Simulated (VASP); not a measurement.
# Bi6O (P-31m) in VASP: relaxation of cell and atoms with PBE

Aim: the relaxation of cell and atoms of Bi6O with PBE.

Everything below comes from runs of VASP 6.6.1. Logs are shortened: lines on timing, memory, paths and dates and some standing lists are left out, and cuts for length are marked.

**1. The cell of the first run**

The structure is trigonal, space group P-31m (No. 162). The conventional cell has a = 6.206 Å, b = 6.206 Å, c = 5.920 Å, α = 90.00°, β = 90.00°, γ = 120.00°. Within 3.6 Å of Bi (site symmetry m) lie 1 O at 2.65 Å and 8 Bi at 3.24 to 3.58 Å. O (site symmetry -3m) has 6 Bi at 2.65 Å within 3.5 Å.

The cell was generated, and may not be a known phase.

**2. Relaxation of cell and atoms, PBE**

The input, INCAR:

```
SYSTEM = Bi6O
PREC = Accurate
ENCUT = 600
EDIFF = 1E-6
ISMEAR = 0
SIGMA = 0.1
LREAL = .False.
LASPH = .True.
NELM = 60
ALGO = Normal
ISIF = 3
LWAVE = .False.
LCHARG = .False.
GGA = PE
IBRION = 2
NSW = 100
EDIFFG = -0.01
```

The input, KPOINTS:

```
Automatic mesh
0
Gamma
  6 6 6
  0 0 0
```

The input, POSCAR:

```
Bi6O
1.0
    6.2057891365      0.0000000000      0.0000000000
   -3.1028945683      5.3743710428      0.0000000000
    0.0000000000      0.0000000000      5.9201552263
Bi O
6 1
Direct
    0.3641618508      0.0000000000      0.2334103298
    0.0000000000      0.3641618508      0.2334103298
    0.6358381492      0.6358381492      0.2334103298
    0.0000000000      0.6358381492      0.7665896702
    0.6358381492      0.0000000000      0.7665896702
    0.3641618508      0.3641618508      0.7665896702
    0.0000000000      0.0000000000      0.0000000000
```

Potentials or basis: VASP PAW PBE potentials, release 64 (Bi_d, O).

Started as:

```console
cat potpaw_PBE.64/Bi_d/POTCAR potpaw_PBE.64/O/POTCAR > POTCAR
mpirun -np 1 vasp_std > vasp.out
```

OUTCAR:

```text
SYSTEM = Bi6O
   PREC = Accurate
   ENCUT = 600
   EDIFF = 1E-6
   ISMEAR = 0
   LREAL = .False.
   LASPH = .True.
   NELM = 60
   ISIF = 3
   GGA = PE
   IBRION = 2
   NSW = 100
   EDIFFG = -0.01

 ion  position               nearest neighbor table
   1  0.364  0.000  0.233-   7 2.65   5 3.24   2 3.43   3 3.43   2 3.43   3 3.43   4 3.57   6 3.57
                             5 3.58   4 3.88   6 3.88   3 3.91   2 3.91
   2  0.000  0.364  0.233-   7 2.65   4 3.24   3 3.43   1 3.43   3 3.43   1 3.43   6 3.57   5 3.57
                             4 3.58   6 3.88   5 3.88   1 3.91   3 3.91
   3  0.636  0.636  0.233-   7 2.65   6 3.24   2 3.43   2 3.43   1 3.43   1 3.43   4 3.57   5 3.57
                             6 3.58   4 3.88   5 3.88   1 3.91   2 3.91
   4  0.000  0.636  0.767-   7 2.65   2 3.24   6 3.43   5 3.43   6 3.43   5 3.43   3 3.57   1 3.57
                             2 3.58   3 3.88   1 3.88   5 3.91   6 3.91
   5  0.636  0.000  0.767-   7 2.65   1 3.24   4 3.43   6 3.43   4 3.43   6 3.43   2 3.57   3 3.57
                             1 3.58   2 3.88   3 3.88   6 3.91   4 3.91
   6  0.364  0.364  0.767-   7 2.65   3 3.24   4 3.43   4 3.43   5 3.43   5 3.43   2 3.57   1 3.57
                             3 3.58   2 3.88   1 3.88   5 3.91   4 3.91
   7  0.000  0.000  0.000-   1 2.65   5 2.65   3 2.65   6 2.65   2 2.65   4 2.65

  LATTYP: Found a hexagonal cell.
 ALAT       =     6.2057891365
 C/A-ratio  =     0.9539729914

  Lattice vectors:

 A1 = (   6.2057891365,   0.0000000000,   0.0000000000)
 A2 = (  -3.1028945683,   5.3743710428,   0.0000000000)
 A3 = (   0.0000000000,   0.0000000000,   5.9201552263)

Analysis of symmetry for initial positions (statically):
=====================================================================
 Subroutine PRICEL returns:
 Original cell was already a primitive cell.

 Routine SETGRP: Setting up the symmetry group for a
 hexagonal supercell.

 Subroutine GETGRP returns: Found 12 space group operations
 (whereof 12 operations were pure point group operations)
 out of a pool of 24 trial point group operations.

The static configuration has the point symmetry D_3d.

Analysis of symmetry for dynamics (positions and initial velocities):
=====================================================================
 Subroutine PRICEL returns:
 Original cell was already a primitive cell.

 Routine SETGRP: Setting up the symmetry group for a
 hexagonal supercell.

 Subroutine GETGRP returns: Found 12 space group operations
 (whereof 12 operations were pure point group operations)
 out of a pool of 24 trial point group operations.

The dynamic configuration has the point symmetry D_3d.

 Subroutine INISYM returns: Found 12 space group operations
 (whereof 12 operations are pure point group operations),
 and found     1 'primitive' translations

----------------------------------------------------------------------------------------

                                     Primitive cell

  volume of cell :     197.4503

  direct lattice vectors                    reciprocal lattice vectors
     6.205789136  0.000000000  0.000000000     0.161139861  0.093034142  0.000000000
    -3.102894568  5.374371043  0.000000000     0.000000000  0.186068284  0.000000000
     0.000000000  0.000000000  5.920155226     0.000000000  0.000000000  0.168914490

  length of vectors
     6.205789136  6.205789137  5.920155226     0.186068284  0.186068284  0.168914490

  position of ions in fractional coordinates (direct lattice)
     0.364161851  0.000000000  0.233410330
     0.000000000  0.364161851  0.233410330
     0.635838149  0.635838149  0.233410330
     0.000000000  0.635838149  0.766589670
     0.635838149  0.000000000  0.766589670
     0.364161851  0.364161851  0.766589670
     0.000000000  0.000000000  0.000000000

  ion indices of the primitive-cell ions
   primitive index   ion index
                 1           1
                 2           2
                 3           3
                 4           4
                 5           5
                 6           6
                 7           7

----------------------------------------------------------------------------------------

 KPOINTS: Automatic mesh

Automatic generation of k-mesh.
 Grid dimensions read from file:
 generate k-points for:    6    6    6

 Generating k-lattice:

  Cartesian coordinates                     Fractional coordinates (reciprocal lattice)
     0.026856644  0.015505690  0.000000000     0.166666667  0.000000000  0.000000000
     0.000000000  0.031011381  0.000000000     0.000000000  0.166666667  0.000000000
     0.000000000  0.000000000  0.028152415     0.000000000  0.000000000  0.166666667

  Length of vectors
     0.031011381  0.031011381  0.028152415

  Shift w.r.t. Gamma in fractional coordinates (k-lattice)
     0.000000000  0.000000000  0.000000000

 Subroutine IBZKPT returns following result:
 ===========================================

 Found     34 irreducible k-points:

 Following reciprocal coordinates:
            Coordinates               Weight
  0.000000  0.000000  0.000000      1.000000
  0.166667  0.000000  0.000000      6.000000
  0.333333  0.000000  0.000000      6.000000
  0.500000 -0.000000  0.000000      3.000000
  0.166667  0.166667  0.000000      6.000000
  0.333333  0.166667  0.000000     12.000000
[... 16 lines left out ...]
 -0.166667  0.333333  0.333333      6.000000
  0.333333  0.166667  0.333333     12.000000
 [... further k-points ...]
   k-points           NKPTS =     34   k-points in BZ     NKDIM =     34   number of bands    NBANDS=     57
   number of dos      NEDOS =    301   number of ions     NIONS =      7
   total plane-waves  NPLWV = 120000
   dimension x,y,z NGX =    50 NGY =   50 NGZ =   48
   dimension x,y,z NGXF=   100 NGYF=  100 NGZF=   96
   ions per type =               6   1
   NGX,Y,Z   is equivalent  to a cutoff of  13.39, 13.39, 13.48 a.u.
   NGXF,Y,Z  is equivalent  to a cutoff of  26.79, 26.79, 26.96 a.u.
 SYSTEM =  Bi6O
   PREC   = accura    normal or accurate (medium, high low for compatibility)
   ISTART =      0    job   : 0-new  1-cont  2-samecut
   ICHARG =      2    charge: 1-file 2-atom 10-const
   ISPIN  =      1    spin polarized calculation?
   LNONCOLLINEAR =      F non collinear calculations
   LSORBIT =      F    spin-orbit coupling
   LASPH  =      T    aspherical Exc in radial PAW
   ENCUT  =  600.0 eV  44.10 Ry    6.64 a.u.  12.39 12.39 11.82*2*pi/ulx,y,z
   NELM   =     60;   NELMIN=  2; NELMDL= -5     # of ELM steps
   EDIFF  = 0.1E-05   stopping-criterion for ELM
   LREAL  =      F    real-space projection
   EDIFFG = -.1E-01   stopping-criterion for IOM
   NSW    =    100    number of steps for IOM
   IBRION =      2    ionic relax: 0-MD 1-quasi-New 2-CG
   NFREE  =      1    steps in history (QN), initial steepest desc. (CG)
   ISIF   =      3    stress and relaxation
   ISYM   =      2    0-nonsym 1-usesym 2-fastsym
   POTIM  = 0.5000    time-step for ionic-motion
   TEBEG  =    0.0;   TEEND  =   0.0 temperature during run
   PSTRESS=    0.0 pullay stress
   NELECT =      96.0000    total number of electrons
   NUPDOWN=      -1.0000    fix difference up-down
   EMIN   =  10.00;   EMAX   =-10.00  energy-range for DOS
   EFERMI =   0.00;   METHOD = LEGACY
   ISMEAR =     0;   SIGMA  =   0.10  broadening in eV -4-tet -1-fermi 0-gaus
   EFERMI_NEDOS =   21; number of points for ismear=-14 and -15
   IALGO  =     38    algorithm
   IMIX   =      4    mixing-type and parameters
     AMIX     =   0.40;   BMIX     =  1.00
     AMIX_MAG =   1.60;   BMIX_MAG =  1.00
  volume/ion in A,a.u.               =      28.21       190.35
  Fermi-wavevector in a.u.,A,eV,Ry     =   1.287299  2.432642 22.546730  1.657138
  Thomas-Fermi vector in A             =   2.419321
   LORBIT       =      0    0 simple, 1 ext, 2 COOP (PROOUT), +10 PAW based schemes
   GGA     = PE    functional components
   LHFCALC =     F    Hartree Fock is set to
   AEXX    =    0.0000 exact exchange contribution
   IVDW    =     0    specifies the selected vdW correction
   LEPSILON=     F    determine dielectric tensor
   LRPA    =     F    only Hartree local field effects (RPA)
 conjugate gradient relaxation of ions
 non-spin polarized calculation
 Gauss-broadening in eV      SIGMA  =   0.10
  energy-cutoff  :      600.00
  volume of cell :      197.45
 maximum number of plane-waves:      6630
 NGX is ok and might be reduce to    50
   NGX = 25   NGY = 25   NGZ = 23

--------------------------------------- Ionic step        1  -------------------------------------------

 number of electron      96.0000001 magnetization

 Free energy of the ion-electron system (eV)
  ---------------------------------------------------
  ext. energy  EPLUGINS =         0.00000000
  ---------------------------------------------------
  free energy    TOTEN  =       -28.57163745 eV

  energy without entropy =      -28.55611091  energy(sigma->0) =      -28.56387418

------------------------ aborting loop because EDIFF is reached ----------------------------------------

  FORCE on cell =-STRESS in cart. coord.  units (eV):
  Direction    XX          YY          ZZ          XY          YZ          ZX
  --------------------------------------------------------------------------------------
  -------------------------------------------------------------------------------------
  Total        0.4431172      0.4431172      0.0535307     -0.0000000      0.0000000      0.0000000
  in kB        3.5956002      3.5956002      0.4343663     -0.0000000      0.0000000      0.0000000
  external PRESSURE =       2.5418556 kB  Pullay stress =       0.0000000 kB
[... 104 lines left out ...]
  FREE ENERGIE OF THE ION-ELECTRON SYSTEM (eV)
  ---------------------------------------------------
  free  energy   TOTEN  =       -28.5867740520 eV

  energy  without entropy=      -28.5717242167  energy(sigma->0) =      -28.57924913

[... ionic steps 4 to 9 ...]

--------------------------------------- Ionic step       10  -------------------------------------------

 number of electron      96.0000029 magnetization

------------------------ aborting loop because EDIFF is reached ----------------------------------------
[... 77 lines left out ...]
--------------------------------------- Ionic step       12  -------------------------------------------

 number of electron      96.0000029 magnetization

 Free energy of the ion-electron system (eV)
  ---------------------------------------------------
  ext. energy  EPLUGINS =         0.00000000
  ---------------------------------------------------
  free energy    TOTEN  =       -28.60953250 eV

  energy without entropy =      -28.59011834  energy(sigma->0) =      -28.59982542

 E-fermi :   7.7730     XC(G=0): -10.2944

 val. band max:        7.7160591746   @ k =   0.3333   0.0000   0.5000
 cond. band min:       7.7891367072   @ k =   0.3333   0.1667   0.1667
 fundamental gap:      0.0730775326
 Fermi energy:         7.7729769799

 k-point     1 :       0.0000    0.0000    0.0000
  band No.  band energies     occupation
      1     -15.4216      2.00000
      2     -15.3969      2.00000
      3     -15.3784      2.00000
      4     -15.3646      2.00000
      5     -15.3646      2.00000
      6     -15.3587      2.00000
[... 1429 lines left out ...]
     56      10.3743      0.00000
     57      10.8683      0.00000

 [... further k-points ...]
[... 5 lines left out ...]
  --------------------------------------------------------------------------------------
  -------------------------------------------------------------------------------------
  Total        0.0570668      0.0570668      0.0348967     -0.0000000      0.0000000     -0.0000000
  in kB        0.4683629      0.4683629      0.2864067     -0.0000000      0.0000000     -0.0000000
  external PRESSURE =       0.4077108 kB  Pullay stress =       0.0000000 kB
[... 22 lines left out ...]
  FREE ENERGIE OF THE ION-ELECTRON SYSTEM (eV)
  ---------------------------------------------------
  free  energy   TOTEN  =       -28.6095325030 eV

  energy  without entropy=      -28.5901183357  energy(sigma->0) =      -28.59982542

 reached required accuracy - stopping structural energy minimisation
```

Wall time 33 min (1 thread of Intel Xeon 6975P-C (Granite Rapids), shared host); peak memory 0.6 GiB.

What came out:

- Free energy: -28.6095 eV
- Relaxed volume: 27.89 Å³/atom
- Relaxed cell: a = 6.207 Å, b = 6.207 Å, c = 5.850 Å, α = 90.00°, β = 90.00°, γ = 120.00°
- Space group after relaxing (to 0.1 Å): P-31m (No. 162)
- Energy gained by relaxing: 5.4 meV/atom
- Ionic steps: 12
- Pressure after relaxing: 0.0 GPa
- Largest force after relaxing: 0.006 eV/Å
- Band gap on the k mesh: zero (bands 48 and 49 overlap by 1.71 eV)

Forces on the atoms (eV/Å):
```
Bi  -0.005  0.000 -0.003
Bi   0.002 -0.004 -0.003
Bi   0.002  0.004 -0.003
Bi  -0.002  0.004  0.003
Bi   0.005  0.000  0.003
Bi  -0.002 -0.004  0.003
O    0.000  0.000  0.000
```

The path:
```csv
step,energy change (eV),largest force (eV/Å),pressure (GPa),volume (Å³)
1,0.0000,0.2198,0.25,197.45
2,-0.0121,0.1490,-0.32,198.73
3,-0.0151,0.0973,-0.75,199.75
4,-0.0231,0.0816,-0.60,198.82
5,-0.0365,0.0368,-0.07,196.04
6,-0.0372,0.0295,0.10,195.21
7,-0.0375,0.0238,0.03,195.37
8,-0.0377,0.0210,-0.04,195.51
9,-0.0377,0.0207,-0.05,195.56
10,-0.0378,0.0133,-0.05,195.41
11,-0.0378,0.0041,0.09,195.02
12,-0.0379,0.0056,0.04,195.21
```

Final structure:
```xyz
7
Lattice="6.2072 0.0000 0.0000 -3.1036 5.3756 0.0000 0.0000 0.0000 5.8504" Properties=species:S:1:pos:R:3 pbc="T T T"
Bi   -0.8703    5.3756    1.4192
Bi   -1.1166    1.9341    1.4192
Bi    1.9870    3.4415    1.4192
Bi   -1.9870    3.4415    4.4312
Bi    3.9739    0.0000    4.4312
Bi    1.1166    1.9341    4.4312
O     0.0000    0.0000    0.0000
```

Levels at points of the mesh, in eV from the Fermi level:
```csv
k point,band 46,band 47,band 48,band 49,band 50,band 51
"(0.00, 0.00, 0.00)",-1.66,-1.60,-1.60,-1.17,-1.17,1.44
"(0.50, 0.00, 0.00)",-1.22,-0.98,-0.65,0.41,0.74,0.90
"(0.00, 0.00, 0.50)",-1.13,-0.93,-0.93,0.31,0.54,2.44
"(0.50, 0.00, 0.50)",-1.02,0.20,0.35,0.42,1.06,1.29
```

Caveat: spin-orbit coupling is left out, which moves the levels of the heavy elements.

The gap in the log of VASP goes by the Fermi energy; the results here count the filled bands.